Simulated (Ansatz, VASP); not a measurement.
**One calculation of H, two programs**

```
CELL_PARAMETERS angstrom
0.00000 1.13356 1.13356
1.13356 0.00000 1.13356
1.13356 1.13356 0.00000
ATOMIC_POSITIONS crystal
H 0.00000 0.00000 0.00000
```

Alike in both runs: functional r2SCAN; k mesh 12 × 12 × 12; occupations gaussian, width 0.1 eV; no spin polarisation.

Ansatz relaxed the structure, and its values are those at the end. VASP's run is a single point on that final structure, the one shown.

|  | VASP | Ansatz |
| --- | --- | --- |
| version | VASP 6.6.1 | Ansatz 0.2.0 |
| potentials or method | VASP PAW PBE potentials, release 64 (H), cutoff 520 eV | scalar-relativistic, plane waves, PAW |
| valence electrons in the cell | 1 | 1 |

```tsv
	VASP	Ansatz	Ansatz less VASP
gap on the k mesh at the Fermi level (eV)	none	none	-
pressure (GPa)	-0.5	0.0	+0.49
```

VASP's potentials were made for PBE, not for r2SCAN. A gap of «none» marks a metal or a gap that the smearing closes.

The k mesh is coarse, so the values compare programs but aren't converged.
